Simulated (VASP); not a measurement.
# MnO (Fm-3m) in VASP: further runs, part 2 of 2

VASP 6.6.1.

## 3. Single point, PBE+D3(BJ), collinear spin, ferromagnetic start

This run uses another cell than the first one, of 10.78 Å³/atom.

INCAR

```
SYSTEM = MnO
  PREC = Accurate
  ENCUT = 520
  EDIFF = 1E-6
  ISMEAR = -1
  SIGMA = 0.05
  LREAL = .False.
  LASPH = .True.
  NELM = 150
  ALGO = Normal
  ISIF = 2
  LWAVE = .False.
  LCHARG = .False.
  ISPIN = 2
  MAGMOM = 4 0
  LORBIT = 11
  LMAXMIX = 4
  GGA = PE
  IVDW = 12
  NBANDS = 20
```

KPOINTS

```
Automatic mesh
0
Gamma
  10 10 10
  0 0 0
```

POSCAR

```
MnO
1.0
    0.0000000000      2.2089816980      2.2089816980
    2.2089816980      0.0000000000      2.2089816980
    2.2089816980      2.2089816980      0.0000000000
Mn O
1 1
Direct
    0.0000000000      0.0000000000      0.0000000000
    0.5000000000      0.5000000000      0.5000000000
```

Potentials or basis: VASP PAW PBE potentials, release 64 (Mn_pv, O).

Run with:

```bash
cat potpaw_PBE.64/Mn_pv/POTCAR potpaw_PBE.64/O/POTCAR > POTCAR
mpirun -np 1 vasp_std > vasp.out
```

OUTCAR:

```text
SYSTEM = MnO
   PREC = Accurate
   ENCUT = 520
   EDIFF = 1E-6
   ISMEAR = -1
   LREAL = .False.
   LASPH = .True.
   NELM = 150
   ISIF = 2
   ISPIN = 2
   LORBIT = 11
   GGA = PE
   IVDW = 12
 IVDW          = 12

 ion  position               nearest neighbor table
   1  0.000  0.000  0.000-   2 2.21   2 2.21   2 2.21   2 2.21   2 2.21   2 2.21
   2  0.500  0.500  0.500-   1 2.21   1 2.21   1 2.21   1 2.21   1 2.21   1 2.21

  LATTYP: Found a face centered cubic cell.
 ALAT       =     4.4179633960

  Lattice vectors:

 A1 = (   0.0000000000,   2.2089816980,   2.2089816980)
 A2 = (   2.2089816980,   0.0000000000,   2.2089816980)
 A3 = (   2.2089816980,   2.2089816980,   0.0000000000)

Analysis of symmetry for initial positions (statically):
=====================================================================
 Subroutine PRICEL returns:
 Original cell was already a primitive cell.

 Routine SETGRP: Setting up the symmetry group for a
 face centered cubic supercell.

 Subroutine GETGRP returns: Found 48 space group operations
 (whereof 48 operations were pure point group operations)
 out of a pool of 48 trial point group operations.

The static configuration has the point symmetry O_h .

Analysis of symmetry for dynamics (positions and initial velocities):
=====================================================================
 Subroutine PRICEL returns:
 Original cell was already a primitive cell.

 Routine SETGRP: Setting up the symmetry group for a
 face centered cubic supercell.

 Subroutine GETGRP returns: Found 48 space group operations
 (whereof 48 operations were pure point group operations)
 out of a pool of 48 trial point group operations.

The dynamic configuration has the point symmetry O_h .

Analysis of structural, dynamic, and magnetic symmetry:
=====================================================================
 Subroutine PRICEL returns:
 Original cell was already a primitive cell.

 Routine SETGRP: Setting up the symmetry group for a
 face centered cubic supercell.

 Subroutine GETGRP returns: Found 48 space group operations
 (whereof 48 operations were pure point group operations)
 out of a pool of 48 trial point group operations.

The overall configuration has the point symmetry O_h .

 Subroutine INISYM returns: Found 48 space group operations
 (whereof 48 operations are pure point group operations),
 and found     1 'primitive' translations

----------------------------------------------------------------------------------------

                                     Primitive cell

  volume of cell :      21.5579

  direct lattice vectors                    reciprocal lattice vectors
     0.000000000  2.208981698  2.208981698    -0.226348639  0.226348639  0.226348639
     2.208981698  0.000000000  2.208981698     0.226348639 -0.226348639  0.226348639
     2.208981698  2.208981698  0.000000000     0.226348639  0.226348639 -0.226348639

  length of vectors
     3.123971876  3.123971876  3.123971876     0.392047342  0.392047342  0.392047342

  position of ions in fractional coordinates (direct lattice)
     0.000000000  0.000000000  0.000000000
     0.500000000  0.500000000  0.500000000

  ion indices of the primitive-cell ions
   primitive index   ion index
                 1           1
                 2           2

[... 66 lines left out ...]
   LNONCOLLINEAR =      F non collinear calculations
   LSORBIT =      F    spin-orbit coupling
   LASPH  =      T    aspherical Exc in radial PAW
   ENCUT  =  520.0 eV  38.22 Ry    6.18 a.u.   5.81  5.81  5.81*2*pi/ulx,y,z
   NELM   =    150;   NELMIN=  2; NELMDL= -5     # of ELM steps
   EDIFF  = 0.1E-05   stopping-criterion for ELM
   LREAL  =      F    real-space projection
   EDIFFG = 0.1E-04   stopping-criterion for IOM
   NSW    =      0    number of steps for IOM
   IBRION =     -1    ionic relax: 0-MD 1-quasi-New 2-CG
   NFREE  =      0    steps in history (QN), initial steepest desc. (CG)
   ISIF   =      2    stress and relaxation
   ISYM   =      2    0-nonsym 1-usesym 2-fastsym
   POTIM  = 0.5000    time-step for ionic-motion
   TEBEG  =    0.0;   TEEND  =   0.0 temperature during run
   PSTRESS=    0.0 pullay stress
   NELECT =      19.0000    total number of electrons
   NUPDOWN=      -1.0000    fix difference up-down
   EMIN   =  10.00;   EMAX   =-10.00  energy-range for DOS
   EFERMI =   0.00;   METHOD = LEGACY
   ISMEAR =    -1;   SIGMA  =   0.05  broadening in eV -4-tet -1-fermi 0-gaus
   EFERMI_NEDOS =   21; number of points for ismear=-14 and -15
   IALGO  =     38    algorithm
   IMIX   =      4    mixing-type and parameters
     AMIX     =   0.40;   BMIX     =  1.00
     AMIX_MAG =   1.60;   BMIX_MAG =  1.00
  volume/ion in A,a.u.               =      10.78        72.74
  Fermi-wavevector in a.u.,A,eV,Ry     =   1.569606  2.966125 33.520159  2.463662
  Thomas-Fermi vector in A             =   2.671463
   LORBIT       =     11    0 simple, 1 ext, 2 COOP (PROOUT), +10 PAW based schemes
   GGA     = PE    functional components
   LHFCALC =     F    Hartree Fock is set to
   AEXX    =    0.0000 exact exchange contribution
   IVDW    =    12    specifies the selected vdW correction
   LEPSILON=     F    determine dielectric tensor
   LRPA    =     F    only Hartree local field effects (RPA)
 spin polarized calculation
  energy-cutoff  :      520.00
  volume of cell :       21.56
 maximum number of plane-waves:       589
   NGX = 11   NGY = 11   NGZ = 11

 number of electron      18.9999996 magnetization       4.7437536

 Free energy of the ion-electron system (eV)
  ---------------------------------------------------
  ext. energy  EPLUGINS =         0.00000000
  ---------------------------------------------------
  free energy    TOTEN  =       -16.40150258 eV

  energy without entropy =      -16.39195247  energy(sigma->0) =      -16.39672753

 E-fermi :   7.7994     XC(G=0): -11.9694

 val. band max:        7.7941752750   @ k =  -0.2000   0.2000   0.0000
 cond. band min:       7.8117628953   @ k =  -0.3000   0.1000   0.0000
 fundamental gap:      0.0175876202
 Fermi energy:         7.7994321261

 spin component 1

 k-point     1 :       0.0000    0.0000    0.0000
  band No.  band energies     occupation
      1     -42.5813      1.00000
      2     -42.5813      1.00000
      3     -42.5813      1.00000
      4     -12.6572      1.00000
      5       3.9405      1.00000
      6       3.9405      1.00000
[... 541 lines left out ...]
     19      32.8211      0.00000
     20      34.5103      0.00000

 [... further k-points ...]

 spin component 2

 k-point     1 :       0.0000    0.0000    0.0000
  band No.  band energies     occupation
      1     -37.9403      1.00000
      2     -37.9403      1.00000
      3     -37.9403      1.00000
      4     -12.2110      1.00000
      5       4.3306      1.00000
      6       4.3306      1.00000
[... 541 lines left out ...]
     19      33.8299      0.00000
     20      35.5272      0.00000

 [... further k-points ...]

------------------------ aborting loop because EDIFF is reached ----------------------------------------

 Edisp (eV)   -0.37028

 E8    (eV) :    -0.1447

  FORCE on cell =-STRESS in cart. coord.  units (eV):
  Direction    XX          YY          ZZ          XY          YZ          ZX
  --------------------------------------------------------------------------------------
  -------------------------------------------------------------------------------------
  Total      -0.02693    -0.02693    -0.02693     0.00000     0.00000     0.00000
  in kB      -2.00109    -2.00109    -2.00109     0.00000     0.00000     0.00000
  external pressure =       -2.00 kB  Pullay stress =        0.00 kB

 VOLUME and BASIS-vectors are now :
 -----------------------------------------------------------------------------
  energy-cutoff  :      520.00
  volume of cell :       21.56
      direct lattice vectors                 reciprocal lattice vectors
     0.000000000  2.208981698  2.208981698    -0.226348639  0.226348639  0.226348639
     2.208981698  0.000000000  2.208981698     0.226348639 -0.226348639  0.226348639
     2.208981698  2.208981698  0.000000000     0.226348639  0.226348639 -0.226348639

 POSITION                                       TOTAL-FORCE (eV/Angst)
 -----------------------------------------------------------------------------------
      0.00000      0.00000      0.00000         0.000000      0.000000      0.000000
      2.20898      2.20898      2.20898         0.000000      0.000000     -0.000000
 -----------------------------------------------------------------------------------
    total drift:                                0.000000     -0.000000     -0.000000

  FREE ENERGIE OF THE ION-ELECTRON SYSTEM (eV)
  ---------------------------------------------------
  free  energy   TOTEN  =       -16.7717825722 eV

  energy  without entropy=      -16.7622324622  energy(sigma->0) =      -16.76700752

 total charge

# of ion       s       p       d       tot
------------------------------------------
    1        0.205   6.182   4.986  11.374
    2        1.561   3.423   0.000   4.984
--------------------------------------------------
tot          1.767   9.605   4.986  16.358

 magnetization (x)

# of ion       s       p       d       tot
------------------------------------------
    1        0.034   0.026   4.250   4.309
    2        0.031   0.172   0.000   0.203
--------------------------------------------------
tot          0.064   0.199   4.250   4.512
```

OSZICAR:

```text
N       E                     dE             d eps       ncg     rms          rms(c)
DAV:   1     0.170061437953E+03    0.17006E+03   -0.10390E+04  3784   0.112E+03
DAV:   2    -0.100703192642E+02   -0.18013E+03   -0.16768E+03  3804   0.329E+02
DAV:   3    -0.186415338709E+02   -0.85712E+01   -0.84617E+01  4252   0.770E+01
DAV:   4    -0.187050874260E+02   -0.63554E-01   -0.63530E-01  4260   0.685E+00
DAV:   5    -0.187056387239E+02   -0.55130E-03   -0.55129E-03  4236   0.633E-01    0.140E+01
DAV:   6    -0.167068059880E+02    0.19988E+01   -0.94447E+00  5140   0.343E+01    0.132E+01
DAV:   7    -0.164115339993E+02    0.29527E+00   -0.12326E+00  4324   0.161E+01    0.796E+00
DAV:   8    -0.164127707307E+02   -0.12367E-02   -0.11105E-01  4088   0.249E+00    0.485E+00
DAV:   9    -0.163962724327E+02    0.16498E-01   -0.42291E-02  4112   0.220E+00    0.142E+00
DAV:  10    -0.164013552107E+02   -0.50828E-02   -0.77157E-03  4064   0.103E+00    0.228E-01
DAV:  11    -0.164014296176E+02   -0.74407E-04   -0.13328E-03  4276   0.313E-01    0.112E-01
DAV:  12    -0.164014843712E+02   -0.54754E-04   -0.61055E-05  4168   0.955E-02    0.402E-02
DAV:  13    -0.164014934350E+02   -0.90638E-05   -0.10222E-05  4216   0.302E-02    0.316E-02
DAV:  14    -0.164015025299E+02   -0.90949E-05   -0.67849E-06  4164   0.210E-02    0.655E-03
DAV:  15    -0.164015025813E+02   -0.51417E-07   -0.30669E-07  2468   0.493E-03
   1 F= -.16771783E+02 E0= -.16767008E+02  d E =-.955011E-02  mag=     4.7438
```

stdout:

```text
POSCAR found type information on POSCAR MnO
 POSCAR found :  2 types and       2 ions
 scaLAPACK will be used
 LDA part: xc-table for (Slater+PW92), standard interpolation
 POSCAR, INCAR and KPOINTS ok, starting setup
 FFT: planning ... GRIDC
 FFT: planning ... GRID_SOFT
 FFT: planning ... GRID
 WAVECAR not read
 entering main loop
```

It took 14 s on 1 thread of Intel Xeon 6975P-C (Granite Rapids), shared host; peak memory 0.17 GiB.

What came out:

```
Free energy                                           : -16.7718 eV
Pressure                                              : -0.2 GPa
Net moment                                            : 4.74 μB per cell
Site moments                                          : Mn +4.31; O +0.20 μB
Valence electrons inside the program's atomic spheres : Mn 11.37; O 4.98
Dispersion energy per atom                            : -0.185 eV
```

Caveat: a cell with one magnetic atom can't hold antiferromagnetic order, which such compounds often take; semilocal functionals often make such compounds metallic where correlation or magnetic order opens a gap, which also shifts bond lengths. With open d or f shells a metallic result of PBE can be an artefact of self-interaction; +U or a hybrid may open a gap.

## 4. Single point, PBE+D3(BJ), collinear spin, ferromagnetic start

This run uses another cell than the first one, of 11.00 Å³/atom.

INCAR

```
PREC = Accurate
ENCUT = 520
EDIFF = 1E-6
ISMEAR = -1
SIGMA = 0.05
LREAL = False
LASPH = True
NELM = 150
ALGO = Normal
ISIF = 2
LWAVE = False
LCHARG = True
ISPIN = 2
MAGMOM = 4 0
LORBIT = 11
LMAXMIX = 4
GGA = PE
IVDW = 12
LELF = True
LVHAR = True
NBANDS = 20
```

KPOINTS

```
Automatic mesh
0
Gamma
  10 10 10
```

POSCAR

```
MnO
1.0
    0.0000000000      2.2239077028      2.2239077028
    2.2239077028      0.0000000000      2.2239077028
    2.2239077028      2.2239077028      0.0000000000
Mn O
1 1
Direct
    0.0000000000      0.0000000000      0.0000000000
    0.5000000000      0.5000000000      0.5000000000
```

Potentials or basis: VASP PAW PBE potentials, release 64 (Mn_pv, O).

Run with:

```bash
cat potpaw_PBE.64/Mn_pv/POTCAR potpaw_PBE.64/O/POTCAR > POTCAR
mpirun -np 1 vasp_std > vasp.out
```

OUTCAR:

```text
PREC = Accurate
   ENCUT = 520
   EDIFF = 1E-6
   ISMEAR = -1
   LREAL = False
   LASPH = True
   NELM = 150
   ISIF = 2
   ISPIN = 2
   LORBIT = 11
   GGA = PE
   IVDW = 12
 IVDW          = 12

 ion  position               nearest neighbor table
   1  0.000  0.000  0.000-   2 2.22   2 2.22   2 2.22   2 2.22   2 2.22   2 2.22
   2  0.500  0.500  0.500-   1 2.22   1 2.22   1 2.22   1 2.22   1 2.22   1 2.22

  LATTYP: Found a face centered cubic cell.
 ALAT       =     4.4478154056

  Lattice vectors:

 A1 = (   0.0000000000,   2.2239077028,   2.2239077028)
 A2 = (   2.2239077028,   0.0000000000,   2.2239077028)
 A3 = (   2.2239077028,   2.2239077028,   0.0000000000)

Analysis of symmetry for initial positions (statically):
=====================================================================
 Subroutine PRICEL returns:
 Original cell was already a primitive cell.

 Routine SETGRP: Setting up the symmetry group for a
 face centered cubic supercell.

 Subroutine GETGRP returns: Found 48 space group operations
 (whereof 48 operations were pure point group operations)
 out of a pool of 48 trial point group operations.

The static configuration has the point symmetry O_h .

Analysis of symmetry for dynamics (positions and initial velocities):
=====================================================================
 Subroutine PRICEL returns:
 Original cell was already a primitive cell.

 Routine SETGRP: Setting up the symmetry group for a
 face centered cubic supercell.

 Subroutine GETGRP returns: Found 48 space group operations
 (whereof 48 operations were pure point group operations)
 out of a pool of 48 trial point group operations.

The dynamic configuration has the point symmetry O_h .

Analysis of structural, dynamic, and magnetic symmetry:
=====================================================================
 Subroutine PRICEL returns:
[... 149 lines left out ...]
  ---------------------------------------------------
  ext. energy  EPLUGINS =         0.00000000
  ---------------------------------------------------
  free energy    TOTEN  =       -16.40623726 eV

  energy without entropy =      -16.39911142  energy(sigma->0) =      -16.40267434

 E-fermi :   7.5253     XC(G=0): -11.8528

 val. band max:        7.5125454658   @ k =   0.5000   0.1000   0.0000
 cond. band min:       7.5325045407   @ k =   0.4000   0.0000   0.0000
 fundamental gap:      0.0199590748
 Fermi energy:         7.5252600668

 spin component 1

 k-point     1 :       0.0000    0.0000    0.0000
  band No.  band energies     occupation
      1     -42.8482      1.00000
      2     -42.8482      1.00000
      3     -42.8482      1.00000
      4     -12.7300      1.00000
      5       3.7888      1.00000
      6       3.7888      1.00000
[... 541 lines left out ...]
     19      32.2079      0.00000
     20      33.9734      0.00000

 [... further k-points ...]

 spin component 2

 k-point     1 :       0.0000    0.0000    0.0000
  band No.  band energies     occupation
      1     -38.1659      1.00000
      2     -38.1659      1.00000
      3     -38.1659      1.00000
      4     -12.2829      1.00000
      5       4.1805      1.00000
      6       4.1805      1.00000
[... 541 lines left out ...]
     19      33.2269      0.00000
     20      35.0022      0.00000

 [... further k-points ...]

------------------------ aborting loop because EDIFF is reached ----------------------------------------

 Edisp (eV)   -0.57564

 E8    (eV) :    -0.2331

  FORCE on cell =-STRESS in cart. coord.  units (eV):
  Direction    XX          YY          ZZ          XY          YZ          ZX
  --------------------------------------------------------------------------------------
  -------------------------------------------------------------------------------------
  Total      37.37216    37.37216    37.37216    -0.00000     0.00000     0.00000
  in kB    2721.93974  2721.93974  2721.93974    -0.00000     0.00000     0.00000
  external pressure =     2721.94 kB  Pullay stress =        0.00 kB

 VOLUME and BASIS-vectors are now :
 -----------------------------------------------------------------------------
  energy-cutoff  :      520.00
  volume of cell :       22.00
      direct lattice vectors                 reciprocal lattice vectors
     0.000000000  2.223907703  2.223907703    -0.224829474  0.224829474  0.224829474
     2.223907703  0.000000000  2.223907703     0.224829474 -0.224829474  0.224829474
     2.223907703  2.223907703  0.000000000     0.224829474  0.224829474 -0.224829474

 POSITION                                       TOTAL-FORCE (eV/Angst)
 -----------------------------------------------------------------------------------
      0.00000      0.00000      0.00000        -0.000000     -0.000000     -0.000000
      2.22391      2.22391      2.22391         0.000000      0.000000      0.000000
 -----------------------------------------------------------------------------------
    total drift:                                0.000000     -0.000000     -0.000000

  FREE ENERGIE OF THE ION-ELECTRON SYSTEM (eV)
  ---------------------------------------------------
  free  energy   TOTEN  =       -16.9818734484 eV

  energy  without entropy=      -16.9747476087  energy(sigma->0) =      -16.97831053

 total charge

# of ion       s       p       d       tot
------------------------------------------
    1        0.202   6.176   4.974  11.353
    2        1.561   3.415   0.000   4.976
--------------------------------------------------
tot          1.763   9.591   4.974  16.329

 magnetization (x)

# of ion       s       p       d       tot
------------------------------------------
    1        0.034   0.026   4.288   4.347
    2        0.030   0.175   0.000   0.205
--------------------------------------------------
tot          0.064   0.201   4.288   4.553
```

stdout:

```text
POSCAR found type information on POSCAR MnO
 POSCAR found :  2 types and       2 ions
 scaLAPACK will be used
 LDA part: xc-table for (Slater+PW92), standard interpolation
 POSCAR, INCAR and KPOINTS ok, starting setup
 FFT: planning ... GRIDC
 FFT: planning ... GRID_SOFT
 FFT: planning ... GRID
 WAVECAR not read
 entering main loop
```

Run time: 14 s. Hardware: 1 thread of Intel Xeon 6975P-C (Granite Rapids), shared host; peak memory 0.17 GiB.

What came out:

| Property | Result |
| --- | --- |
| Free energy | -16.9819 eV |
| Pressure | 272.2 GPa |
| Net moment | 4.79 μB per cell |
| Site moments | Mn +4.35; O +0.20 μB |
| Valence electrons inside the program's atomic spheres | Mn 11.35; O 4.98 |
| Dispersion energy per atom | -0.288 eV |

Caveat: the cell stands under pressure; a cell with one magnetic atom can't hold antiferromagnetic order, which such compounds often take; semilocal functionals often make such compounds metallic where correlation or magnetic order opens a gap, which also shifts bond lengths.

## 5. Summary

```tsv
cell	gap on the mesh (eV)	pressure (GPa)	moment (μB)
a = 3.103 Å, angles 60.0°, 2 atoms	none	1.5	4.65
a = 3.124 Å, angles 60.0°, 2 atoms	none	-0.2	4.74
a = 3.145 Å, angles 60.0°, 2 atoms	none	272.2	4.79
```

Alike in all rows: task single point; level PBE+D3(BJ); potentials or basis VASP PAW PBE potentials, release 64 (Mn_pv, O); spin collinear, ferromagnetic start; k mesh 10 × 10 × 10; cutoff (eV) 520; smearing fermi-dirac 0.05 eV.

Caveats: a cell with one magnetic atom can't hold antiferromagnetic order, which such compounds often take; semilocal functionals often make such compounds metallic where correlation or magnetic order opens a gap, which also shifts bond lengths; the cell stands under pressure (at least some runs).

Absolute energies hang on the potentials; compare differences alone.

The gap in the log of VASP goes by the Fermi energy; the results here count the filled bands.